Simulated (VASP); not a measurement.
# AlGaN2 (P-4m2) in VASP: a series of runs

The runs below take AlGaN2 through single point, with LDA.

All numbers are computed with VASP 6.6.1; they aren't measurements. Logs are shortened: lines on timing, memory, paths and dates and some standing lists are left out, and cuts for length are marked.

## Step 1: The cell of the first run

Symmetry: P-4m2, No. 115, tetragonal system. The conventional cell has a = 3.271 Å, b = 3.271 Å, c = 4.384 Å, α = 90.00°, β = 90.00°, γ = 90.00°. Al (site symmetry -4m2) has 4 N at 1.94 Å within 2.6 Å. Within 2.6 Å of Ga (site symmetry -4m2) lie 4 N at 1.99 Å. N (site symmetry 2mm) has 2 Al at 1.94 Å and 2 Ga at 1.99 Å within 2.6 Å.

## Step 2: Single point, LDA (strain +0.0500 x Voigt [1, 1, 0, 0, 0, 0])

File INCAR:

```
  PREC = Accurate
  ENCUT = 520
  EDIFF = 1E-7
  ISMEAR = 0
  SIGMA = 0.05
  LREAL = False
  LASPH = True
  NELM = 80
  ALGO = Normal
  ISIF = 2
  LWAVE = False
  LCHARG = False
  GGA = CA
  NBANDS = 21
```

File KPOINTS:

```
Automatic mesh
0
Gamma
  8 8 6
```

File POSCAR:

```
AlGaN2
1.0
    3.2710507902      0.0000000000      0.0000000000
    0.0000000000      3.2710507902      0.0000000000
    0.0000000000      0.0000000000      4.3843302008
Al Ga N
1 1 2
Direct
    0.5000000000      0.5000000000      0.5000000000
    0.0000000000      0.0000000000      0.0000000000
    0.5000000000      0.0000000000      0.7400513254
    0.0000000000      0.5000000000      0.2599486746
```

Potentials or basis: VASP PAW LDA potentials, release 64 (Al, Ga_d, N).

On the command line:

```console
$ cat potpaw_LDA.64/Al/POTCAR potpaw_LDA.64/Ga_d/POTCAR potpaw_LDA.64/N/POTCAR > POTCAR
$ mpirun -np 1 vasp_std > vasp.out
```

OUTCAR:

```text
PREC = Accurate
   ENCUT = 520
   EDIFF = 1E-7
   ISMEAR = 0
   LREAL = False
   LASPH = True
   NELM = 80
   ISIF = 2
   GGA = CA

 ion  position               nearest neighbor table
   1  0.500  0.500  0.500-   3 1.94   4 1.94   3 1.94   4 1.94
   2  0.000  0.000  0.000-   3 1.99   4 1.99   4 1.99   3 1.99
   3  0.500  0.000  0.740-   1 1.94   1 1.94   2 1.99   2 1.99
   4  0.000  0.500  0.260-   1 1.94   1 1.94   2 1.99   2 1.99

  LATTYP: Found a simple tetragonal cell.
 ALAT       =     3.2710507902
 C/A-ratio  =     1.3403430524

  Lattice vectors:

 A1 = (   3.2710507902,   0.0000000000,   0.0000000000)
 A2 = (   0.0000000000,   3.2710507902,   0.0000000000)
 A3 = (   0.0000000000,   0.0000000000,   4.3843302008)

Analysis of symmetry for initial positions (statically):
=====================================================================
 Subroutine PRICEL returns:
 Original cell was already a primitive cell.

 Routine SETGRP: Setting up the symmetry group for a
 simple tetragonal supercell.

 Subroutine GETGRP returns: Found  8 space group operations
 (whereof  8 operations were pure point group operations)
 out of a pool of 16 trial point group operations.

The static configuration has the point symmetry D_2d.

Analysis of symmetry for dynamics (positions and initial velocities):
=====================================================================
 Subroutine PRICEL returns:
 Original cell was already a primitive cell.

 Routine SETGRP: Setting up the symmetry group for a
 simple tetragonal supercell.

 Subroutine GETGRP returns: Found  8 space group operations
 (whereof  8 operations were pure point group operations)
 out of a pool of 16 trial point group operations.

The dynamic configuration has the point symmetry D_2d.

 Subroutine INISYM returns: Found  8 space group operations
 (whereof  8 operations are pure point group operations),
 and found     1 'primitive' translations

----------------------------------------------------------------------------------------

                                     Primitive cell

  volume of cell :      46.9113

  direct lattice vectors                    reciprocal lattice vectors
     3.271050790  0.000000000  0.000000000     0.305712159  0.000000000  0.000000000
     0.000000000  3.271050790  0.000000000     0.000000000  0.305712159  0.000000000
     0.000000000  0.000000000  4.384330201     0.000000000  0.000000000  0.228085011

  length of vectors
     3.271050790  3.271050790  4.384330201     0.305712159  0.305712159  0.228085011

  position of ions in fractional coordinates (direct lattice)
     0.500000000  0.500000000  0.500000000
     0.000000000  0.000000000  0.000000000
     0.500000000  0.000000000  0.740051325
     0.000000000  0.500000000  0.259948675

  ion indices of the primitive-cell ions
   primitive index   ion index
                 1           1
                 2           2
                 3           3
                 4           4

----------------------------------------------------------------------------------------

 KPOINTS: Automatic mesh

Automatic generation of k-mesh.
 Grid dimensions read from file:
 generate k-points for:    8    8    6

 Generating k-lattice:

  Cartesian coordinates                     Fractional coordinates (reciprocal lattice)
     0.038214020  0.000000000  0.000000000     0.125000000  0.000000000  0.000000000
     0.000000000  0.038214020  0.000000000     0.000000000  0.125000000  0.000000000
     0.000000000  0.000000000  0.038014168     0.000000000  0.000000000  0.166666667

  Length of vectors
     0.038214020  0.038214020  0.038014168

  Shift w.r.t. Gamma in fractional coordinates (k-lattice)
     0.000000000  0.000000000  0.000000000

 Subroutine IBZKPT returns following result:
 ===========================================

 Found     60 irreducible k-points:

 Following reciprocal coordinates:
            Coordinates               Weight
  0.000000  0.000000  0.000000      1.000000
  0.125000  0.000000  0.000000      4.000000
  0.250000  0.000000  0.000000      4.000000
  0.375000  0.000000  0.000000      4.000000
  0.500000  0.000000  0.000000      2.000000
  0.125000  0.125000  0.000000      4.000000
[... 16 lines left out ...]
  0.375000  0.125000  0.166667     16.000000
  0.500000  0.125000  0.166667      8.000000
 [... further k-points ...]
   k-points           NKPTS =     60   k-points in BZ     NKDIM =     60   number of bands    NBANDS=     21
   number of dos      NEDOS =    301   number of ions     NIONS =      4
   total plane-waves  NPLWV =  20736
   dimension x,y,z NGX =    24 NGY =   24 NGZ =   36
   dimension x,y,z NGXF=    48 NGYF=   48 NGZF=   72
   ions per type =               1   1   2
   NGX,Y,Z   is equivalent  to a cutoff of  12.20, 12.20, 13.65 a.u.
   NGXF,Y,Z  is equivalent  to a cutoff of  24.40, 24.40, 27.30 a.u.
 SYSTEM =  unknown system
   PREC   = accura    normal or accurate (medium, high low for compatibility)
   ISTART =      0    job   : 0-new  1-cont  2-samecut
   ICHARG =      2    charge: 1-file 2-atom 10-const
   ISPIN  =      1    spin polarized calculation?
   LNONCOLLINEAR =      F non collinear calculations
   LSORBIT =      F    spin-orbit coupling
   LASPH  =      T    aspherical Exc in radial PAW
   ENCUT  =  520.0 eV  38.22 Ry    6.18 a.u.   6.08  6.08  8.15*2*pi/ulx,y,z
   NELM   =     80;   NELMIN=  2; NELMDL= -5     # of ELM steps
   EDIFF  = 0.1E-06   stopping-criterion for ELM
   LREAL  =      F    real-space projection
   EDIFFG = 0.1E-05   stopping-criterion for IOM
   NSW    =      0    number of steps for IOM
   IBRION =     -1    ionic relax: 0-MD 1-quasi-New 2-CG
   NFREE  =      0    steps in history (QN), initial steepest desc. (CG)
   ISIF   =      2    stress and relaxation
   ISYM   =      2    0-nonsym 1-usesym 2-fastsym
   POTIM  = 0.5000    time-step for ionic-motion
   TEBEG  =    0.0;   TEEND  =   0.0 temperature during run
   PSTRESS=    0.0 pullay stress
   NELECT =      26.0000    total number of electrons
   NUPDOWN=      -1.0000    fix difference up-down
   EMIN   =  10.00;   EMAX   =-10.00  energy-range for DOS
   EFERMI =   0.00;   METHOD = LEGACY
   ISMEAR =     0;   SIGMA  =   0.05  broadening in eV -4-tet -1-fermi 0-gaus
   EFERMI_NEDOS =   21; number of points for ismear=-14 and -15
   IALGO  =     38    algorithm
   IMIX   =      4    mixing-type and parameters
     AMIX     =   0.40;   BMIX     =  1.00
     AMIX_MAG =   1.60;   BMIX_MAG =  1.00
  volume/ion in A,a.u.               =      11.73        79.14
  Fermi-wavevector in a.u.,A,eV,Ry     =   1.344745  2.541200 24.603955  1.808340
  Thomas-Fermi vector in A             =   2.472714
   LORBIT       =      0    0 simple, 1 ext, 2 COOP (PROOUT), +10 PAW based schemes
   GGA     = CA    functional components
   LHFCALC =     F    Hartree Fock is set to
   AEXX    =    0.0000 exact exchange contribution
   IVDW    =     0    specifies the selected vdW correction
   LEPSILON=     F    determine dielectric tensor
   LRPA    =     F    only Hartree local field effects (RPA)
 non-spin polarized calculation
 Gauss-broadening in eV      SIGMA  =   0.05
  energy-cutoff  :      520.00
  volume of cell :       46.91
 maximum number of plane-waves:      1288
   NGX = 13   NGY = 13   NGZ = 17

 number of electron      26.0000010 magnetization

 Free energy of the ion-electron system (eV)
  ---------------------------------------------------
  ext. energy  EPLUGINS =         0.00000000
  ---------------------------------------------------
  free energy    TOTEN  =       -30.06177951 eV

  energy without entropy =      -30.06177951  energy(sigma->0) =      -30.06177951

 E-fermi :   4.9192     XC(G=0): -11.3777

 val. band max:        4.6351841799   @ k =   0.0000   0.0000   0.0000
 cond. band min:       7.0190197181   @ k =   0.0000   0.0000   0.0000
 fundamental gap:      2.3838355382
 Fermi energy:         4.9191753118

 k-point     1 :       0.0000    0.0000    0.0000
  band No.  band energies     occupation
      1     -10.1709      2.00000
      2      -9.1895      2.00000
      3      -8.4461      2.00000
      4      -8.4461      2.00000
      5      -8.4036      2.00000
      6      -8.2673      2.00000
[... 13 lines left out ...]
     20      16.9922      0.00000
     21      18.3244      0.00000

 k-point     2 :       0.1250    0.0000    0.0000
  band No.  band energies     occupation
      1     -10.0563      2.00000
      2      -9.1864      2.00000
      3      -8.4443      2.00000
      4      -8.4367      2.00000
      5      -8.3890      2.00000
      6      -8.2756      2.00000
[... 13 lines left out ...]
     20      16.8108      0.00000
     21      17.9513      0.00000

 k-point     3 :       0.2500    0.0000    0.0000
  band No.  band energies     occupation
      1      -9.7646      2.00000
      2      -9.1863      2.00000
      3      -8.4399      2.00000
      4      -8.4023      2.00000
      5      -8.3047      2.00000
      6      -8.2954      2.00000
[... 13 lines left out ...]
     20      16.2633      0.00000
     21      17.0987      0.00000
[... 457 lines left out ...]
 k-point    23 :       0.3750    0.1250    0.1667
  band No.  band energies     occupation
      1      -9.4066      2.00000
      2      -9.1721      2.00000
      3      -8.4394      2.00000
      4      -8.3517      2.00000
      5      -8.3296      2.00000
      6      -7.8867      2.00000
[... 13 lines left out ...]
     20      16.1365      0.00000
     21      16.3796      0.00000

 k-point    24 :       0.5000    0.1250    0.1667
  band No.  band energies     occupation
      1      -9.3277      2.00000
      2      -9.1765      2.00000
      3      -8.4352      2.00000
      4      -8.3435      2.00000
      5      -8.3382      2.00000
      6      -7.5015      2.00000
[... 13 lines left out ...]
     20      16.0241      0.00000
     21      16.2076      0.00000

 [... further k-points ...]

------------------------ aborting loop because EDIFF is reached ----------------------------------------

  FORCE on cell =-STRESS in cart. coord.  units (eV):
  Direction    XX          YY          ZZ          XY          YZ          ZX
  --------------------------------------------------------------------------------------
  -------------------------------------------------------------------------------------
  Total       -5.3166148     -5.3166148     -3.4917033      0.0000000      0.0000000      0.0000000
  in kB     -181.5799740   -181.5799740   -119.2532106      0.0000000      0.0000000      0.0000000
  external PRESSURE =    -160.8043862 kB  Pullay stress =       0.0000000 kB

 VOLUME and BASIS-vectors are now :
 -----------------------------------------------------------------------------
  energy-cutoff  :      520.00
  volume of cell :       46.91
      direct lattice vectors                 reciprocal lattice vectors
     3.271050790  0.000000000  0.000000000     0.305712159  0.000000000  0.000000000
     0.000000000  3.271050790  0.000000000     0.000000000  0.305712159  0.000000000
     0.000000000  0.000000000  4.384330201     0.000000000  0.000000000  0.228085011

 POSITION                                       TOTAL-FORCE (eV/Angst)
 -----------------------------------------------------------------------------------
      1.63553      1.63553      2.19217        -0.000000      0.000000      0.000000
      0.00000      0.00000      0.00000        -0.000000     -0.000000      0.000000
      1.63553      0.00000      3.24463        -0.000000     -0.000000     -0.085413
      0.00000      1.63553      1.13970         0.000000     -0.000000      0.085413
 -----------------------------------------------------------------------------------
    total drift:                                0.000000      0.000000      0.000000

  FREE ENERGIE OF THE ION-ELECTRON SYSTEM (eV)
  ---------------------------------------------------
  free  energy   TOTEN  =       -30.0617795127 eV

  energy  without entropy=      -30.0617795127  energy(sigma->0) =      -30.06177951
```

Run time: 20 s. Hardware: 1 thread of AMD EPYC 9R45 (Zen 5), shared host; peak memory 0.15 GiB.

Results:

- Free energy: -30.0618 eV
- Pressure: -16.1 GPa
- Largest force: 0.085 eV/Å
- Band gap on the k mesh: 2.38 eV, direct

Forces on the atoms (eV/Å):
```
Al   0.000  0.000  0.000
Ga   0.000  0.000  0.000
N    0.000  0.000 -0.085
N    0.000  0.000  0.085
```

Caveat: the cell differs from its parent crystal (strain +0.0500 x Voigt [1, 1, 0, 0, 0, 0]).

## Step 3: Single point, LDA (strain +0.0750 x Voigt [1, 1, 0, 0, 0, 0])

File INCAR:

```
SYSTEM = AlGaN2
PREC = Accurate
ENCUT = 520
EDIFF = 1E-7
ISMEAR = 0
SIGMA = 0.05
LREAL = .FALSE.
LASPH = .TRUE.
NELM = 80
ALGO = Normal
ISIF = 2
LWAVE = .FALSE.
LCHARG = .FALSE.
NBANDS = 21
```

File KPOINTS:

```
Automatic mesh
0
G
  8 8 6
  0 0 0
```

Changes to POSCAR since step 2:

```diff
@@ -2,4 +2,4 @@
 1.0
-    3.2710507902      0.0000000000      0.0000000000
-    0.0000000000      3.2710507902      0.0000000000
+    3.3489329519      0.0000000000      0.0000000000
+    0.0000000000      3.3489329519      0.0000000000
     0.0000000000      0.0000000000      4.3843302008
```

Potentials or basis: VASP PAW LDA potentials, release 64 (Al, Ga_d, N).

On the command line:

```console
$ cat potpaw_LDA.64/Al/POTCAR potpaw_LDA.64/Ga_d/POTCAR potpaw_LDA.64/N/POTCAR > POTCAR
$ mpirun -np 1 vasp_std > vasp.out
```

Wall time 28 s (1 thread of AMD EPYC 9R45 (Zen 5), shared host); peak memory 0.16 GiB.

It converged, with:

* Free energy: -29.7569 eV
* Pressure: -22.0 GPa
* Largest force: 0.112 eV/Å
* Band gap on the k mesh: 1.96 eV, direct

Forces on the atoms (eV/Å):
```
Al   0.000  0.000  0.000
Ga   0.000  0.000  0.000
N    0.000  0.000 -0.112
N    0.000  0.000  0.112
```

Stress tensor (GPa, compression positive):
```
-24.94   0.00   0.00
  0.00 -24.94   0.00
  0.00   0.00 -16.02
```

Levels at points of the mesh, in eV from the valence-band top:
```tsv
k point	band 11	band 12	band 13	band 14	band 15	band 16
(0.00, 0.00, 0.00)	-0.11	-0.11	0.00	1.96	3.16	5.97
(0.50, 0.00, 0.00)	-2.33	-1.15	-0.94	5.79	6.54	6.91
(0.50, 0.50, 0.00)	-1.85	-1.85	-1.85	3.30	3.30	5.90
(0.00, 0.00, 0.50)	-1.60	-1.17	-1.17	4.77	4.89	6.61
(0.50, 0.00, 0.50)	-0.80	-0.60	-0.31	4.10	5.41	8.37
(0.50, 0.50, 0.50)	-2.98	-2.89	-2.89	6.21	6.21	7.56
```

Caveat: the cell differs from its parent crystal (strain +0.0750 x Voigt [1, 1, 0, 0, 0, 0]).

(Part 1 of 2 ends here.)
